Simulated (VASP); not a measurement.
# CaO (I4/mmm) in VASP: a series of runs

CaO is run at these levels: PBEsol; tasks: single point.

All numbers are computed with VASP 6.6.1; they aren't measurements. Logs are shortened: lines on timing, memory, paths and dates and some standing lists are left out, and cuts for length are marked.

### 1 The cell of the first run

Symmetry: I4/mmm, No. 139, tetragonal system. Conventional cell: a = 3.405 Å, b = 3.405 Å, c = 4.739 Å, α = 90.00°, β = 90.00°, γ = 90.00°. Within 3.1 Å of Ca (site symmetry 4/mmm) lie 6 O at 2.37 to 2.41 Å. Within 3.1 Å of O (site symmetry 4/mmm) lie 6 Ca at 2.37 to 2.41 Å.

### 2 Single point, PBEsol (in-plane strain +0.01)

INCAR

```
ALGO     = Normal         # electronic algorithm
EDIFF    = 1E-6           # SCF threshold, eV
ENCUT    = 520            # plane-wave cutoff, eV
GGA      = PS             # functional
ISIF     = 2              # what is computed and relaxed
ISMEAR   = 0              # smearing method
LASPH    = T              # aspherical terms in the spheres
LCHARG   = F              # write CHGCAR
LREAL    = F              # projectors in reciprocal space
LWAVE    = F              # write WAVECAR
NBANDS   = 15             # bands
NELM     = 80             # most SCF steps
PREC     = Accurate       # precision mode
SIGMA    = 0.01           # smearing width, eV
```

KPOINTS

```
k-points
0
Gamma
  8 8 8
```

POSCAR

```
CaO
1.0
    2.4074120231      2.4074120231      0.0000000000
   -2.4074120231      2.4074120231      0.0000000000
    0.0000000000      2.4074120231      2.3692748029
Ca O
1 1
Direct
    0.0000000000      0.0000000000      0.0000000000
    0.5000000000      0.5000000000      0.0000000000
```

Potentials or basis: VASP PAW PBE potentials, release 64 (Ca_sv, O).

Started as:

```
cat potpaw_PBE.64/Ca_sv/POTCAR potpaw_PBE.64/O/POTCAR > POTCAR
mpirun -np 1 vasp_std > vasp.out
```

OUTCAR:

```text
EDIFF = 1E-6
   ENCUT = 520
   GGA = PS
   ISIF = 2
   ISMEAR = 0
   LASPH = T
   LREAL = F
   NELM = 80
   PREC = Accurate

 ion  position               nearest neighbor table
   1  0.000  0.000  0.000-   2 2.37   2 2.37   2 2.41   2 2.41   2 2.41   2 2.41
   2  0.500  0.500  0.000-   1 2.37   1 2.37   1 2.41   1 2.41   1 2.41   1 2.41

  LATTYP: Found a body centered tetragonal cell.
 ALAT       =     3.4045947333
 C/A-ratio  =     1.3918101792

  Lattice vectors:

 A1 = (   2.4074120231,   0.0000000000,  -2.3692748029)
 A2 = (  -2.4074120231,   0.0000000000,  -2.3692748029)
 A3 = (   0.0000000000,   2.4074120231,   2.3692748029)

Analysis of symmetry for initial positions (statically):
=====================================================================
 Subroutine PRICEL returns:
 Original cell was already a primitive cell.

 Routine SETGRP: Setting up the symmetry group for a
 body centered tetragonal supercell.

 Subroutine GETGRP returns: Found 16 space group operations
 (whereof 16 operations were pure point group operations)
 out of a pool of 16 trial point group operations.

The static configuration has the point symmetry D_4h.

Analysis of symmetry for dynamics (positions and initial velocities):
=====================================================================
 Subroutine PRICEL returns:
 Original cell was already a primitive cell.

 Routine SETGRP: Setting up the symmetry group for a
 body centered tetragonal supercell.

 Subroutine GETGRP returns: Found 16 space group operations
 (whereof 16 operations were pure point group operations)
 out of a pool of 16 trial point group operations.

The dynamic configuration has the point symmetry D_4h.

 Subroutine INISYM returns: Found 16 space group operations
 (whereof 16 operations are pure point group operations),
 and found     1 'primitive' translations

----------------------------------------------------------------------------------------

                                     Primitive cell

  volume of cell :      27.4629

  direct lattice vectors                    reciprocal lattice vectors
     2.407412023  2.407412023  0.000000000     0.207691909  0.207691909 -0.211035039
    -2.407412023  2.407412023  0.000000000    -0.207691909  0.207691909 -0.211035039
     0.000000000  2.407412023  2.369274803     0.000000000  0.000000000  0.422070078

  length of vectors
     3.404594733  3.404594733  3.377735298     0.361673397  0.361673397  0.422070078

  position of ions in fractional coordinates (direct lattice)
     0.000000000  0.000000000  0.000000000
     0.500000000  0.500000000  0.000000000

  ion indices of the primitive-cell ions
   primitive index   ion index
                 1           1
                 2           2

----------------------------------------------------------------------------------------

 KPOINTS: k-points

Automatic generation of k-mesh.
 Grid dimensions read from file:
 generate k-points for:    8    8    8

 Generating k-lattice:

  Cartesian coordinates                     Fractional coordinates (reciprocal lattice)
     0.025961489  0.025961489 -0.026379380     0.125000000  0.000000000  0.000000000
    -0.025961489  0.025961489 -0.026379380     0.000000000  0.125000000  0.000000000
     0.000000000  0.000000000  0.052758760     0.000000000  0.000000000  0.125000000

  Length of vectors
     0.045209175  0.045209175  0.052758760

  Shift w.r.t. Gamma in fractional coordinates (k-lattice)
     0.000000000  0.000000000  0.000000000

 Subroutine IBZKPT returns following result:
 ===========================================

 Found     59 irreducible k-points:

 Following reciprocal coordinates:
            Coordinates               Weight
  0.000000  0.000000  0.000000      1.000000
  0.125000  0.000000  0.000000      8.000000
  0.250000  0.000000  0.000000      8.000000
  0.375000  0.000000  0.000000      8.000000
  0.500000  0.000000  0.000000      4.000000
  0.125000  0.125000  0.000000      8.000000
[... 16 lines left out ...]
  0.250000  0.000000  0.125000      4.000000
  0.375000  0.000000  0.125000      8.000000
 [... further k-points ...]
   k-points           NKPTS =     59   k-points in BZ     NKDIM =     59   number of bands    NBANDS=     15
   number of dos      NEDOS =    301   number of ions     NIONS =      2
   total plane-waves  NPLWV =  21952
   dimension x,y,z NGX =    28 NGY =   28 NGZ =   28
   dimension x,y,z NGXF=    56 NGYF=   56 NGZF=   56
   ions per type =               1   1
   NGX,Y,Z   is equivalent  to a cutoff of  13.67, 13.67, 13.78 a.u.
   NGXF,Y,Z  is equivalent  to a cutoff of  27.34, 27.34, 27.56 a.u.
 SYSTEM =  unknown system
   PREC   = accura    normal or accurate (medium, high low for compatibility)
   ISTART =      0    job   : 0-new  1-cont  2-samecut
   ICHARG =      2    charge: 1-file 2-atom 10-const
   ISPIN  =      1    spin polarized calculation?
   LNONCOLLINEAR =      F non collinear calculations
   LSORBIT =      F    spin-orbit coupling
   LASPH  =      T    aspherical Exc in radial PAW
   ENCUT  =  520.0 eV  38.22 Ry    6.18 a.u.   6.33  6.33  6.28*2*pi/ulx,y,z
   NELM   =     80;   NELMIN=  2; NELMDL= -5     # of ELM steps
   EDIFF  = 0.1E-05   stopping-criterion for ELM
   LREAL  =      F    real-space projection
   EDIFFG = 0.1E-04   stopping-criterion for IOM
   NSW    =      0    number of steps for IOM
   IBRION =     -1    ionic relax: 0-MD 1-quasi-New 2-CG
   NFREE  =      0    steps in history (QN), initial steepest desc. (CG)
   ISIF   =      2    stress and relaxation
   ISYM   =      2    0-nonsym 1-usesym 2-fastsym
   POTIM  = 0.5000    time-step for ionic-motion
   TEBEG  =    0.0;   TEEND  =   0.0 temperature during run
   PSTRESS=    0.0 pullay stress
   NELECT =      16.0000    total number of electrons
   NUPDOWN=      -1.0000    fix difference up-down
   EMIN   =  10.00;   EMAX   =-10.00  energy-range for DOS
   EFERMI =   0.00;   METHOD = LEGACY
   ISMEAR =     0;   SIGMA  =   0.01  broadening in eV -4-tet -1-fermi 0-gaus
   EFERMI_NEDOS =   21; number of points for ismear=-14 and -15
   IALGO  =     38    algorithm
   IMIX   =      4    mixing-type and parameters
     AMIX     =   0.40;   BMIX     =  1.00
     AMIX_MAG =   1.60;   BMIX_MAG =  1.00
  volume/ion in A,a.u.               =      13.73        92.66
  Fermi-wavevector in a.u.,A,eV,Ry     =   1.367307  2.583836 25.436482  1.869529
  Thomas-Fermi vector in A             =   2.493371
   LORBIT       =      0    0 simple, 1 ext, 2 COOP (PROOUT), +10 PAW based schemes
   GGA     = PS    functional components
   LHFCALC =     F    Hartree Fock is set to
   AEXX    =    0.0000 exact exchange contribution
   IVDW    =     0    specifies the selected vdW correction
   LEPSILON=     F    determine dielectric tensor
   LRPA    =     F    only Hartree local field effects (RPA)
 non-spin polarized calculation
 Gauss-broadening in eV      SIGMA  =   0.01
  energy-cutoff  :      520.00
  volume of cell :       27.46
 maximum number of plane-waves:       751
 NGX is ok and might be reduce to    28
   NGX = 13   NGY = 13   NGZ = 13

 number of electron      15.9999997 magnetization

 Free energy of the ion-electron system (eV)
  ---------------------------------------------------
  ext. energy  EPLUGINS =         0.00000000
  ---------------------------------------------------
  free energy    TOTEN  =       -13.40846459 eV

  energy without entropy =      -13.40846459  energy(sigma->0) =      -13.40846459

 E-fermi :   2.3703     XC(G=0): -10.7887

 val. band max:        2.2847288225   @ k =   0.0000   0.0000   0.0000
 cond. band min:       5.7507171845   @ k =   0.0000   0.0000   0.5000
 fundamental gap:      3.4659883621
 Fermi energy:         2.3703198211

 k-point     1 :       0.0000    0.0000    0.0000
  band No.  band energies     occupation
      1     -35.0862      2.00000
      2     -15.9223      2.00000
      3     -15.9223      2.00000
      4     -15.9135      2.00000
      5     -13.2097      2.00000
      6       2.2418      2.00000
      7       2.2418      2.00000
      8       2.2847      2.00000
      9       6.8966      0.00000
     10       8.4380      0.00000
     11       8.4380      0.00000
     12       8.5504      0.00000
     13       9.9552      0.00000
     14      10.1156      0.00000
     15      17.1537      0.00000

 k-point     2 :       0.1250    0.0000    0.0000
  band No.  band energies     occupation
      1     -35.0700      2.00000
      2     -16.1544      2.00000
      3     -15.9321      2.00000
      4     -15.9237      2.00000
      5     -12.9642      2.00000
      6       1.7012      2.00000
      7       2.0256      2.00000
      8       2.0502      2.00000
      9       7.5909      0.00000
     10       8.4240      0.00000
     11       8.7175      0.00000
     12       8.7839      0.00000
     13      10.3312      0.00000
     14      10.5010      0.00000
     15      17.7796      0.00000

 k-point     3 :       0.2500    0.0000    0.0000
  band No.  band energies     occupation
      1     -35.0304      2.00000
      2     -16.6135      2.00000
      3     -15.9556      2.00000
      4     -15.9409      2.00000
      5     -12.4782      2.00000
      6       0.6715      2.00000
      7       1.5645      2.00000
      8       1.5776      2.00000
      9       8.4811      0.00000
     10       9.0684      0.00000
     11       9.4514      0.00000
     12       9.4828      0.00000
     13      11.2371      0.00000
     14      11.4240      0.00000
     15      18.2037      0.00000

 k-point     4 :       0.3750    0.0000    0.0000
  band No.  band energies     occupation
      1     -34.9905      2.00000
      2     -16.9877      2.00000
      3     -15.9788      2.00000
      4     -15.9578      2.00000
      5     -12.0735      2.00000
      6      -0.1557      2.00000
      7       1.1653      2.00000
      8       1.1685      2.00000
      9       8.9594      0.00000
     10      10.2636      0.00000
     11      10.3027      0.00000
     12      10.3135      0.00000
     13      12.2336      0.00000
     14      12.4181      0.00000
     15      17.1301      0.00000
[... 307 lines left out ...]
 k-point    22 :       0.0000    0.0000    0.1250
  band No.  band energies     occupation
      1     -35.0639      2.00000
      2     -16.1722      2.00000
      3     -15.9598      2.00000
      4     -15.9598      2.00000
      5     -12.8933      2.00000
      6       1.3979      2.00000
      7       2.1089      2.00000
      8       2.1089      2.00000
      9       7.6039      0.00000
     10       7.9696      0.00000
     11       9.0522      0.00000
     12       9.0522      0.00000
     13      10.1227      0.00000
     14      11.0353      0.00000
     15      18.0343      0.00000

 k-point    23 :       0.2500    0.0000    0.1250
  band No.  band energies     occupation
      1     -35.0466      2.00000
      2     -16.3811      2.00000
      3     -15.9906      2.00000
      4     -15.9294      2.00000
      5     -12.7083      2.00000
      6       1.0409      2.00000
      7       1.6618      2.00000
      8       2.0127      2.00000
      9       8.2158      0.00000
     10       8.4261      0.00000
     11       8.9104      0.00000
     12       9.5890      0.00000
     13      10.7324      0.00000
     14      11.1084      0.00000
     15      18.4286      0.00000

 k-point    24 :       0.3750    0.0000    0.1250
  band No.  band energies     occupation
      1     -35.0071      2.00000
      2     -16.7242      2.00000
      3     -16.0462      2.00000
      4     -15.9532      2.00000
      5     -12.3473      2.00000
      6       0.3137      2.00000
      7       1.2749      2.00000
      8       1.6176      2.00000
      9       8.4076      0.00000
     10       9.5302      0.00000
     11       9.5739      0.00000
     12      10.4062      0.00000
     13      11.6718      0.00000
     14      12.0313      0.00000
     15      18.0690      0.00000

 [... further k-points ...]
[... 5 lines left out ...]
  --------------------------------------------------------------------------------------
  -------------------------------------------------------------------------------------
  Total       -0.3089589     -0.3089589      0.1504715      0.0000000     -0.0000000     -0.0000000
  in kB      -18.0245767    -18.0245767      8.7784637      0.0000000     -0.0000000     -0.0000000
  external PRESSURE =      -9.0902299 kB  Pullay stress =       0.0000000 kB

 VOLUME and BASIS-vectors are now :
 -----------------------------------------------------------------------------
  energy-cutoff  :      520.00
  volume of cell :       27.46
      direct lattice vectors                 reciprocal lattice vectors
     2.407412023  2.407412023  0.000000000     0.207691909  0.207691909 -0.211035039
    -2.407412023  2.407412023  0.000000000    -0.207691909  0.207691909 -0.211035039
     0.000000000  2.407412023  2.369274803     0.000000000  0.000000000  0.422070078

 POSITION                                       TOTAL-FORCE (eV/Angst)
 -----------------------------------------------------------------------------------
      0.00000      0.00000      0.00000        -0.000000     -0.000000      0.000000
      0.00000      2.40741      0.00000         0.000000      0.000000      0.000000
 -----------------------------------------------------------------------------------
    total drift:                               -0.000000      0.000000     -0.000000

  FREE ENERGIE OF THE ION-ELECTRON SYSTEM (eV)
  ---------------------------------------------------
  free  energy   TOTEN  =       -13.4084645922 eV

  energy  without entropy=      -13.4084645922  energy(sigma->0) =      -13.40846459
```

Wall time 24 s (1 thread of Intel Xeon 6975P-C, shared host); peak memory 0.17 GiB.

Results:

| Property | Result |
| --- | --- |
| Free energy | -13.4085 eV |
| Pressure | -0.9 GPa |
| Band gap on the k mesh | 3.47 eV, indirect (least direct gap 3.89 eV) |

Stress tensor (GPa, compression positive):
```
-1.80  0.00  0.00
 0.00 -1.80  0.00
 0.00  0.00  0.88
```

Caveat: the cell differs from its parent crystal (in-plane strain +0.01); the PAW data sets were made with another functional, which shifts forces and pressure a little.

### 3 Single point, PBEsol (film at in-plane strain +0.01)

INCAR

```
SYSTEM = CaO
ALGO = Normal ; EDIFF = 1E-7
ENCUT = 520 ; GGA = PS
ISIF = 2 ; ISMEAR = 0
LASPH = .TRUE. ; LCHARG = .FALSE.
LREAL = .FALSE. ; LWAVE = .FALSE.
NBANDS = 15 ; NELM = 80
PREC = Accurate ; SIGMA = 0.01
```

KPOINTS

```
k-points
0
G
  8 8 8
  0 0 0
```

POSCAR: that of step 2 with these lines changed.

```diff
@@ -4,3 +4,3 @@
    -2.4074120231      2.4074120231      0.0000000000
-    0.0000000000      2.4074120231      2.3692748029
+    0.0000000000      2.4074120231      2.3713732647
 Ca O
```

Potentials or basis: VASP PAW PBE potentials, release 64 (Ca_sv, O).

Started as:

```
cat potpaw_PBE.64/Ca_sv/POTCAR potpaw_PBE.64/O/POTCAR > POTCAR
mpirun -np 1 vasp_std > vasp.out
```

Run time: 30 s. Hardware: 1 thread of Intel Xeon 6975P-C, shared host; peak memory 0.17 GiB.

The run converged. Its results:

| Item | Value |
| --- | --- |
| Free energy | -13.4086 eV |
| Pressure | -1.0 GPa |
| Band gap on the k mesh | 3.47 eV, indirect (least direct gap 3.89 eV) |

Stress tensor (GPa, compression positive):
```
-1.82  0.00  0.00
 0.00 -1.82  0.00
 0.00  0.00  0.69
```

Levels at points of the mesh, in eV from the valence-band top:
```csv
k point,band 6,band 7,band 8,band 9,band 10,band 11
"(0.00, 0.00, 0.00)",-0.04,-0.04,0.00,4.61,6.16,6.16
"(0.50, 0.00, 0.00)",-2.75,-1.27,-1.27,7.04,8.38,8.40
"(0.50, 0.50, 0.00)",-1.37,-0.41,-0.37,3.52,8.08,8.96
"(0.00, 0.00, 0.50)",-1.28,-0.43,-0.43,3.47,8.11,8.96
```

Caveat: the cell differs from its parent crystal (film at in-plane strain +0.01); the PAW data sets were made with another functional, which shifts forces and pressure a little. A k mesh can miss the band edges.

### 4 Single point, PBEsol (in-plane strain +0.02, then relaxed in part)

INCAR

```
SYSTEM = CaO
PREC     = Accurate       ! precision mode
ENCUT    = 520            ! plane-wave cutoff, eV
EDIFF    = 1E-6           ! SCF threshold, eV
ISMEAR   = 0              ! smearing method
SIGMA    = 0.01           ! smearing width, eV
LREAL    = .FALSE.        ! projectors in reciprocal space
LASPH    = .TRUE.         ! aspherical terms in the spheres
NELM     = 80             ! most SCF steps
ALGO     = Normal         ! electronic algorithm
ISIF     = 2              ! what is computed and relaxed
LWAVE    = .FALSE.        ! write WAVECAR
LCHARG   = .TRUE.         ! write CHGCAR
GGA      = PS             ! functional
LELF     = .TRUE.         ! ELF
LVHAR    = .TRUE.       
NBANDS   = 15             ! bands
```

KPOINTS

```
regular mesh
0
G
  8 8 8
  0 0 0
```

POSCAR

```
CaO
1.0
    2.4312477857      2.4312477857      0.0000000000
   -2.4312477857      2.4312477857      0.0000000000
    0.0000000000      2.4312477857      2.3596432911
Ca O
1 1
Direct
    0.0000000000      0.0000000000      0.0000000000
    0.5000000000      0.5000000000      0.0000000000
```

Started as:

```
cat potpaw_PBE.64/Ca_sv/POTCAR potpaw_PBE.64/O/POTCAR > POTCAR
mpirun -np 1 vasp_std > vasp.out
```

Wall time 22 s (1 thread of Intel Xeon 6975P-C, shared host); peak memory 0.17 GiB.

It converged, with:

```yaml
Free_energy: -13.3985 eV
Pressure: -2.4 GPa
Band_gap_on_the_k_mesh: 3.42 eV, indirect (least direct gap 3.89 eV)
```

Stress tensor (GPa, compression positive):
```
-4.00  0.00  0.00
 0.00 -4.00  0.00
 0.00  0.00  0.72
```

Levels at points of the mesh, in eV from the valence-band top:
| k point | band 5 | band 6 | band 7 | band 8 | band 9 | band 10 | band 11 | band 12 |
| --- | --- | --- | --- | --- | --- | --- | --- | --- |
| (0.00, 0.00, 0.00) | -15.49 | -0.08 | -0.08 | 0.00 | 4.44 | 6.07 | 6.07 | 6.27 |
| (0.50, 0.00, 0.00) | -14.26 | -2.74 | -1.27 | -1.27 | 6.94 | 8.24 | 8.30 | 8.32 |
| (0.50, 0.50, 0.00) | -15.24 | -1.43 | -0.44 | -0.37 | 3.52 | 7.92 | 8.88 | 9.40 |
| (0.00, 0.00, 0.50) | -15.24 | -1.25 | -0.48 | -0.48 | 3.42 | 7.99 | 8.85 | 9.52 |

Caveat: the cell differs from its parent crystal (in-plane strain +0.02, then relaxed in part); the PAW data sets were made with another functional, which shifts forces and pressure a little.

### 5 The runs side by side

| cell | gap on the mesh (eV) | pressure (GPa) |
| --- | --- | --- |
| a = 3.405, b = 3.405, c = 3.378 Å, angles 59.7, 59.7, 90.0°, 2 atoms | 3.47 | -0.9 |
| a = 3.405, b = 3.405, c = 3.379 Å, angles 59.8, 59.8, 90.0°, 2 atoms | 3.47 | -1.0 |
| a = 3.438, b = 3.438, c = 3.388 Å, angles 59.5, 59.5, 90.0°, 2 atoms | 3.42 | -2.4 |

Alike in all rows: task single point; level PBEsol; potentials or basis VASP PAW PBE potentials, release 64 (Ca_sv, O); no spin polarisation; k mesh 8 × 8 × 8; cutoff (eV) 520; smearing gaussian 0.01 eV.

Caveats: the PAW data sets were made with another functional, which shifts forces and pressure a little.

Total energies depend on the potentials used, so only differences within one code and one set of settings carry meaning.
